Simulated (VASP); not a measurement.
# Al (Fm-3m) in VASP: a series of runs

Runs on Al. Level: PBE. Tasks: single point.

Everything below comes from runs of VASP 6.6.1. Logs are shortened: lines on timing, memory, paths and dates and some standing lists are left out, and cuts for length are marked.

**1. The cell of the first run**

It takes space group Fm-3m (No. 225, cubic). The conventional cell has a = 3.939 Å, b = 3.939 Å, c = 3.939 Å, α = 90.00°, β = 90.00°, γ = 90.00°. Within 3.7 Å of Al (site symmetry m-3m) lie 12 Al at 2.79 Å.

**2. Single point, PBE**

Contents of INCAR:

```
SYSTEM = Al
PREC = Accurate
ENCUT = 500
EDIFF = 1E-6
ISMEAR = -1
SIGMA = 0.1
LREAL = .FALSE.
LASPH = .TRUE.
NELM = 120
ALGO = Normal
ISIF = 2
LWAVE = .FALSE.
LCHARG = .TRUE.
GGA = PE
LELF = .TRUE.
LVHAR = .TRUE.
NBANDS = 8
GGA_COMPAT = .FALSE.
```

Contents of KPOINTS:

```
Automatic mesh
0
G
  12 12 12
  0 0 0
```

Contents of POSCAR:

```
Al
1.0
    0.0000000000      1.9693075812      1.9693075812
    1.9693075812      0.0000000000      1.9693075812
    1.9693075812      1.9693075812      0.0000000000
Al
1
Direct
    0.0000000000      0.0000000000      0.0000000000
```

Potentials or basis: VASP PAW PBE potentials, release 64 (Al).

Run with:

```bash
> cat potpaw_PBE.64/Al/POTCAR > POTCAR
> mpirun -np 1 vasp_std > vasp.out
```

OUTCAR:

```text
SYSTEM = Al
   PREC = Accurate
   ENCUT = 500
   EDIFF = 1E-6
   ISMEAR = -1
   LREAL = .FALSE.
   LASPH = .TRUE.
   NELM = 120
   ISIF = 2
   GGA = PE

 ion  position               nearest neighbor table
   1  0.000  0.000  0.000-

  LATTYP: Found a face centered cubic cell.
 ALAT       =     3.9386151624

  Lattice vectors:

 A1 = (   0.0000000000,   1.9693075812,   1.9693075812)
 A2 = (   1.9693075812,   0.0000000000,   1.9693075812)
 A3 = (   1.9693075812,   1.9693075812,   0.0000000000)

Analysis of symmetry for initial positions (statically):
=====================================================================
 Subroutine PRICEL returns:
 Original cell was already a primitive cell.

 Routine SETGRP: Setting up the symmetry group for a
 face centered cubic supercell.

 Subroutine GETGRP returns: Found 48 space group operations
 (whereof 48 operations were pure point group operations)
 out of a pool of 48 trial point group operations.

The static configuration has the point symmetry O_h .

Analysis of symmetry for dynamics (positions and initial velocities):
=====================================================================
 Subroutine PRICEL returns:
 Original cell was already a primitive cell.

 Routine SETGRP: Setting up the symmetry group for a
 face centered cubic supercell.

 Subroutine GETGRP returns: Found 48 space group operations
 (whereof 48 operations were pure point group operations)
 out of a pool of 48 trial point group operations.

The dynamic configuration has the point symmetry O_h .

 Subroutine INISYM returns: Found 48 space group operations
 (whereof 48 operations are pure point group operations),
 and found     1 'primitive' translations

----------------------------------------------------------------------------------------

                                     Primitive cell

  volume of cell :      15.2746

  direct lattice vectors                    reciprocal lattice vectors
     0.000000000  1.969307581  1.969307581    -0.253896346  0.253896346  0.253896346
     1.969307581  0.000000000  1.969307581     0.253896346 -0.253896346  0.253896346
     1.969307581  1.969307581  0.000000000     0.253896346  0.253896346 -0.253896346

  length of vectors
     2.785021490  2.785021490  2.785021490     0.439761372  0.439761372  0.439761372

  position of ions in fractional coordinates (direct lattice)
     0.000000000  0.000000000  0.000000000

[... 69 lines left out ...]
   ISPIN  =      1    spin polarized calculation?
   LNONCOLLINEAR =      F non collinear calculations
   LSORBIT =      F    spin-orbit coupling
   LASPH  =      T    aspherical Exc in radial PAW
   ENCUT  =  500.0 eV  36.75 Ry    6.06 a.u.   5.08  5.08  5.08*2*pi/ulx,y,z
   NELM   =    120;   NELMIN=  2; NELMDL= -5     # of ELM steps
   EDIFF  = 0.1E-05   stopping-criterion for ELM
   LREAL  =      F    real-space projection
   EDIFFG = 0.1E-04   stopping-criterion for IOM
   NSW    =      0    number of steps for IOM
   IBRION =     -1    ionic relax: 0-MD 1-quasi-New 2-CG
   NFREE  =      0    steps in history (QN), initial steepest desc. (CG)
   ISIF   =      2    stress and relaxation
   ISYM   =      2    0-nonsym 1-usesym 2-fastsym
   POTIM  = 0.5000    time-step for ionic-motion
   TEBEG  =    0.0;   TEEND  =   0.0 temperature during run
   PSTRESS=    0.0 pullay stress
   NELECT =       3.0000    total number of electrons
   NUPDOWN=      -1.0000    fix difference up-down
   EMIN   =  10.00;   EMAX   =-10.00  energy-range for DOS
   EFERMI =   0.00;   METHOD = LEGACY
   ISMEAR =    -1;   SIGMA  =   0.10  broadening in eV -4-tet -1-fermi 0-gaus
   EFERMI_NEDOS =   21; number of points for ismear=-14 and -15
   IALGO  =     38    algorithm
   IMIX   =      4    mixing-type and parameters
     AMIX     =   0.40;   BMIX     =  1.00
     AMIX_MAG =   1.60;   BMIX_MAG =  1.00
  volume/ion in A,a.u.               =      15.27       103.08
  Fermi-wavevector in a.u.,A,eV,Ry     =   0.951609  1.798280 12.320878  0.905559
  Thomas-Fermi vector in A             =   2.080095
   LORBIT       =      0    0 simple, 1 ext, 2 COOP (PROOUT), +10 PAW based schemes
   GGA     = PE    functional components
   LHFCALC =     F    Hartree Fock is set to
   AEXX    =    0.0000 exact exchange contribution
   IVDW    =     0    specifies the selected vdW correction
   LEPSILON=     F    determine dielectric tensor
   LRPA    =     F    only Hartree local field effects (RPA)
 non-spin polarized calculation
  energy-cutoff  :      500.00
  volume of cell :       15.27
 maximum number of plane-waves:       399
   NGX = 11   NGY = 11   NGZ = 11

 number of electron       3.0000000 magnetization

 Free energy of the ion-electron system (eV)
  ---------------------------------------------------
  ext. energy  EPLUGINS =         0.00000000
  ---------------------------------------------------
  free energy    TOTEN  =        -3.73357964 eV

  energy without entropy =       -3.72015406  energy(sigma->0) =       -3.72686685

 E-fermi :   8.7207     XC(G=0): -10.4787

 val. band max:        8.6800450856   @ k =  -0.3333   0.4167   0.0833
 cond. band min:       8.7480410780   @ k =  -0.4167   0.4167   0.0833
 fundamental gap:      0.0679959924
 Fermi energy:         8.7206617956

 k-point     1 :       0.0000    0.0000    0.0000
  band No.  band energies     occupation
      1      -2.8491      2.00000
      2      21.8859      0.00000
      3      21.8859      0.00000
      4      21.8859      0.00000
      5      23.9827      0.00000
      6      23.9827      0.00000
      7      23.9827      0.00000
      8      25.8662      0.00000
[... 243 lines left out ...]
 k-point    24 :      -0.4167    0.1667    0.0000
  band No.  band energies     occupation
      1       4.0335      2.00000
      2       5.5978      2.00000
      3      14.6083      0.00000
      4      18.1038      0.00000
      5      20.0435      0.00000
      6      24.8927      0.00000
      7      27.8261      0.00000
      8      30.7757      0.00000

 [... further k-points ...]
[... 5 lines left out ...]
  --------------------------------------------------------------------------------------
  -------------------------------------------------------------------------------------
  Total        0.6919488      0.6919488      0.6919488     -0.0000000     -0.0000000     -0.0000000
  in kB       72.5794812     72.5794812     72.5794812     -0.0000000     -0.0000000     -0.0000000
  external PRESSURE =      72.5794812 kB  Pullay stress =       0.0000000 kB

 VOLUME and BASIS-vectors are now :
 -----------------------------------------------------------------------------
  energy-cutoff  :      500.00
  volume of cell :       15.27
      direct lattice vectors                 reciprocal lattice vectors
     0.000000000  1.969307581  1.969307581    -0.253896346  0.253896346  0.253896346
     1.969307581  0.000000000  1.969307581     0.253896346 -0.253896346  0.253896346
     1.969307581  1.969307581  0.000000000     0.253896346  0.253896346 -0.253896346

 POSITION                                       TOTAL-FORCE (eV/Angst)
 -----------------------------------------------------------------------------------
      0.00000      0.00000      0.00000         0.000000      0.000000      0.000000
 -----------------------------------------------------------------------------------
    total drift:                                0.000000      0.000000     -0.000000

  FREE ENERGIE OF THE ION-ELECTRON SYSTEM (eV)
  ---------------------------------------------------
  free  energy   TOTEN  =        -3.7335796402 eV

  energy  without entropy=       -3.7201540639  energy(sigma->0) =       -3.72686685
```

OSZICAR:

```text
N       E                     dE             d eps       ncg     rms          rms(c)
DAV:   1    -0.245070166381E+01   -0.24507E+01   -0.79339E+02  1168   0.190E+02
DAV:   2    -0.375117866140E+01   -0.13005E+01   -0.12887E+01  1584   0.184E+01
DAV:   3    -0.375742918235E+01   -0.62505E-02   -0.62476E-02  1488   0.143E+00
DAV:   4    -0.375744230410E+01   -0.13122E-04   -0.13122E-04  1768   0.549E-02
DAV:   5    -0.375744231979E+01   -0.15687E-07   -0.15871E-07  1528   0.115E-03    0.144E+00
DAV:   6    -0.374363585231E+01    0.13806E-01   -0.12613E-03  1544   0.170E-01    0.838E-01
DAV:   7    -0.373358498731E+01    0.10051E-01   -0.38751E-03  1520   0.278E-01    0.162E-01
DAV:   8    -0.373358154646E+01    0.34408E-05   -0.11637E-05  1568   0.241E-02    0.213E-02
DAV:   9    -0.373357982258E+01    0.17239E-05   -0.70316E-07  1640   0.396E-03    0.569E-04
DAV:  10    -0.373357964023E+01    0.18235E-06   -0.28154E-09  1056   0.402E-04
   1 F= -.37335796E+01 E0= -.37268669E+01  d E =-.134256E-01
```

stdout:

```text
POSCAR found type information on POSCAR Al
 POSCAR found :  1 types and       1 ions
 scaLAPACK will be used
 LDA part: xc-table for (Slater+PW92), standard interpolation
 POSCAR, INCAR and KPOINTS ok, starting setup
 FFT: planning ... GRIDC
 FFT: planning ... GRID_SOFT
 FFT: planning ... GRID
 WAVECAR not read
 entering main loop
```

Wall time 8.3 s (1 thread of Intel Xeon 8259CL, shared host); peak memory 0.12 GiB.

What came out:

```
Free energy : -3.7336 eV
Pressure    : 7.3 GPa
```

**3. Single point, PBE**

This run uses another cell than the first one, of 15.94 Å³/atom, 1.043 times its volume.

Contents of INCAR:

```
PREC = Accurate
ENCUT = 500
EDIFF = 1E-6
ISMEAR = -1
SIGMA = 0.1
LREAL = False
LASPH = True
NELM = 120
ALGO = Normal
ISIF = 2
LWAVE = False
LCHARG = False
GGA = PE
NBANDS = 8
GGA_COMPAT = False
```

Contents of KPOINTS:

```
regular mesh
0
Gamma
  12 12 12
```

Contents of POSCAR:

```
Al
1.0
    0.0000000000      1.9974443481      1.9974443481
    1.9974443481      0.0000000000      1.9974443481
    1.9974443481      1.9974443481      0.0000000000
Al
1
Direct
    0.0000000000      0.0000000000      0.0000000000
```

Potentials or basis: VASP PAW PBE potentials, release 64 (Al).

Run with:

```bash
> cat potpaw_PBE.64/Al/POTCAR > POTCAR
> mpirun -np 1 vasp_std > vasp.out
```

OUTCAR:

```text
PREC = Accurate
   ENCUT = 500
   EDIFF = 1E-6
   ISMEAR = -1
   LREAL = False
   LASPH = True
   NELM = 120
   ISIF = 2
   GGA = PE

 ion  position               nearest neighbor table
   1  0.000  0.000  0.000-

  LATTYP: Found a face centered cubic cell.
 ALAT       =     3.9948886962

  Lattice vectors:

 A1 = (   0.0000000000,   1.9974443481,   1.9974443481)
 A2 = (   1.9974443481,   0.0000000000,   1.9974443481)
[... 190 lines left out ...]
      8      25.0852      0.00000
[... 243 lines left out ...]
 k-point    24 :      -0.4167    0.1667    0.0000
  band No.  band energies     occupation
      1       3.7033      2.00000
      2       5.2031      2.00000
      3      13.9840      0.00000
      4      17.3654      0.00000
      5      19.2523      0.00000
      6      23.9979      0.00000
      7      26.8096      0.00000
      8      29.7706      0.00000

 [... further k-points ...]
[... 5 lines left out ...]
  --------------------------------------------------------------------------------------
  -------------------------------------------------------------------------------------
  Total        0.2998577      0.2998577      0.2998577      0.0000000      0.0000000     -0.0000000
  in kB       30.1419778     30.1419778     30.1419778      0.0000000      0.0000000     -0.0000000
  external PRESSURE =      30.1419778 kB  Pullay stress =       0.0000000 kB

 VOLUME and BASIS-vectors are now :
 -----------------------------------------------------------------------------
  energy-cutoff  :      500.00
  volume of cell :       15.94
      direct lattice vectors                 reciprocal lattice vectors
     0.000000000  1.997444348  1.997444348    -0.250319865  0.250319865  0.250319865
     1.997444348  0.000000000  1.997444348     0.250319865 -0.250319865  0.250319865
     1.997444348  1.997444348  0.000000000     0.250319865  0.250319865 -0.250319865

 POSITION                                       TOTAL-FORCE (eV/Angst)
 -----------------------------------------------------------------------------------
      0.00000      0.00000      0.00000         0.000000      0.000000     -0.000000
 -----------------------------------------------------------------------------------
    total drift:                               -0.000000     -0.000000      0.000000

  FREE ENERGIE OF THE ION-ELECTRON SYSTEM (eV)
  ---------------------------------------------------
  free  energy   TOTEN  =        -3.7545867303 eV

  energy  without entropy=       -3.7415309404  energy(sigma->0) =       -3.74805884
```

OSZICAR:

```text
N       E                     dE             d eps       ncg     rms          rms(c)
DAV:   1    -0.244680316474E+01   -0.24468E+01   -0.79913E+02  1160   0.190E+02
DAV:   2    -0.377194706661E+01   -0.13251E+01   -0.13035E+01  1608   0.185E+01
DAV:   3    -0.377745342688E+01   -0.55064E-02   -0.55007E-02  1504   0.136E+00
DAV:   4    -0.377746748280E+01   -0.14056E-04   -0.14057E-04  1800   0.601E-02
DAV:   5    -0.377746750253E+01   -0.19734E-07   -0.18558E-07  1528   0.115E-03    0.136E+00
DAV:   6    -0.376424807815E+01    0.13219E-01   -0.14530E-03  1528   0.182E-01    0.791E-01
DAV:   7    -0.375459246157E+01    0.96556E-02   -0.44077E-03  1480   0.297E-01    0.153E-01
DAV:   8    -0.375458863155E+01    0.38300E-05   -0.12551E-05  1600   0.252E-02    0.125E-02
DAV:   9    -0.375458701312E+01    0.16184E-05   -0.76423E-07  1664   0.396E-03    0.622E-04
DAV:  10    -0.375458673029E+01    0.28283E-06   -0.30415E-09   960   0.403E-04
   1 F= -.37545867E+01 E0= -.37480588E+01  d E =-.130558E-01
```

stdout:

```text
POSCAR found type information on POSCAR Al
 POSCAR found :  1 types and       1 ions
 scaLAPACK will be used
 LDA part: xc-table for (Slater+PW92), standard interpolation
 POSCAR, INCAR and KPOINTS ok, starting setup
 FFT: planning ... GRIDC
 FFT: planning ... GRID_SOFT
 FFT: planning ... GRID
 WAVECAR not read
 entering main loop
```

Wall time 8.2 s (1 thread of Intel Xeon 8259CL, shared host); peak memory 0.13 GiB.

Results:

```yaml
Free_energy: -3.7546 eV
Pressure: 3.0 GPa
```

**4. Single point, PBE**

This run uses another cell than the first one, of 16.60 Å³/atom, 1.087 times its volume.

Contents of INCAR:

```
ALGO = Normal
EDIFF = 1E-6
ENCUT = 500
GGA = PE
GGA_COMPAT = F
ISIF = 2
ISMEAR = -1
LASPH = T
LCHARG = F
LREAL = F
LWAVE = F
NBANDS = 8
NELM = 120
PREC = Accurate
SIGMA = 0.1
```

Contents of KPOINTS:

```
k-points
0
Gamma
  12 12 12
```

Contents of POSCAR:

```
Al
1.0
    0.0000000000      2.0248100000      2.0248100000
    2.0248100000      0.0000000000      2.0248100000
    2.0248100000      2.0248100000      0.0000000000
Al
1
Direct
    0.0000000000      0.0000000000      0.0000000000
```

Run with:

```bash
> cat potpaw_PBE.64/Al/POTCAR > POTCAR
> mpirun -np 1 vasp_std > vasp.out
```

Run time: 9.4 s. Hardware: 1 thread of Intel Xeon 8259CL, shared host; peak memory 0.13 GiB.

The run converged. Its results:

| Property | Result |
| --- | --- |
| Free energy | -3.7598 eV |
| Pressure | -0.4 GPa |

Levels at points of the mesh, in eV from the Fermi level:
| k point | band 1 | band 2 | band 3 | band 4 | band 5 |
| --- | --- | --- | --- | --- | --- |
| (0.00, 0.00, 0.00) | -10.99 | 12.69 | 12.69 | 12.69 | 14.13 |
| (0.50, 0.00, 0.00) | -4.47 | -4.27 | 11.45 | 11.45 | 11.53 |
| (0.50, 0.50, 0.00) | -2.81 | -1.50 | 5.36 | 5.67 | 5.67 |

**5. Single point, PBE**

This run uses another cell than the first one, of 17.27 Å³/atom, 1.130 times its volume.

Contents of INCAR:

```
ALGO = Normal ; EDIFF = 1E-6
ENCUT = 500 ; GGA = PE
GGA_COMPAT = False ; ISIF = 2
ISMEAR = -1 ; LASPH = True
LCHARG = False ; LREAL = False
LWAVE = False ; NBANDS = 8
NELM = 120 ; PREC = Accurate
SIGMA = 0.1
```

KPOINTS is that of step 4.

Contents of POSCAR:

```
Al
1.0
    0.0000000000      2.0514552924      2.0514552924
    2.0514552924      0.0000000000      2.0514552924
    2.0514552924      2.0514552924      0.0000000000
Al
1
Direct
    0.0000000000      0.0000000000      0.0000000000
```

Run with:

```bash
> cat potpaw_PBE.64/Al/POTCAR > POTCAR
> mpirun -np 1 vasp_std > vasp.out
```

Run time: 11 s. Hardware: 1 thread of Intel Xeon 8259CL, shared host; peak memory 0.13 GiB.

It converged, with:

```yaml
Free_energy: -3.7521 eV
Pressure: -3.2 GPa
```

Levels at points of the mesh, in eV from the Fermi level:
```
           k point  band 1  band 2  band 3  band 4  band 5
(0.00, 0.00, 0.00)  -10.72   12.47   12.47   12.47   13.63
(0.50, 0.00, 0.00)   -4.31   -4.22   11.03   11.03   11.35
(0.50, 0.50, 0.00)   -2.71   -1.50    5.35    5.49    5.49
```

**6. Single point, PBE**

This run uses another cell than the first one, of 17.93 Å³/atom, 1.174 times its volume.

Contents of INCAR:

```
SYSTEM = Al
  PREC = Accurate
  ENCUT = 500
  EDIFF = 1E-6
  ISMEAR = -1
  SIGMA = 0.1
  LREAL = .False.
  LASPH = .True.
  NELM = 120
  ALGO = Normal
  ISIF = 2
  LWAVE = .False.
  LCHARG = .False.
  GGA = PE
  NBANDS = 8
  GGA_COMPAT = .False.
```

Contents of KPOINTS:

```
regular mesh
0
Gamma
  12 12 12
  0 0 0
```

Contents of POSCAR:

```
Al
1.0
    0.0000000000      2.0774258380      2.0774258380
    2.0774258380      0.0000000000      2.0774258380
    2.0774258380      2.0774258380      0.0000000000
Al
1
Direct
    0.0000000000      0.0000000000      0.0000000000
```

Potentials or basis: VASP PAW PBE potentials, release 64 (Al).

Run with:

```bash
> cat potpaw_PBE.64/Al/POTCAR > POTCAR
> mpirun -np 1 vasp_std > vasp.out
```

It took 11 s on 1 thread of Intel Xeon 8259CL, shared host; peak memory 0.13 GiB.

The run converged. Its results:

| Quantity | Value |
| --- | --- |
| Free energy | -3.7343 eV |
| Pressure | -5.4 GPa |

Levels at points of the mesh, in eV from the Fermi level:
```
           k point  band 1  band 2  band 3  band 4  band 5  band 6
(0.00, 0.00, 0.00)  -10.47   12.27   12.27   12.27   13.15   13.15
(0.50, 0.00, 0.00)   -4.17   -4.17   10.65   10.65   11.18   11.18
(0.50, 0.50, 0.00)   -2.62   -1.50    5.32    5.32    5.34    8.43
```

**7. Overview**

```csv
cell,gap on the mesh (eV),pressure (GPa)
"a = 2.785 Å, angles 60.0°, 1 atom",none,7.3
"a = 2.825 Å, angles 60.0°, 1 atom",none,3.0
"a = 2.864 Å, angles 60.0°, 1 atom",none,-0.4
"a = 2.901 Å, angles 60.0°, 1 atom",none,-3.2
"a = 2.938 Å, angles 60.0°, 1 atom",none,-5.4
```

Alike in all rows: task single point; level PBE; potentials or basis VASP PAW PBE potentials, release 64 (Al); no spin polarisation; k mesh 12 × 12 × 12; cutoff (eV) 500; smearing fermi-dirac 0.1 eV.

Absolute energies hang on the potentials; compare differences alone.
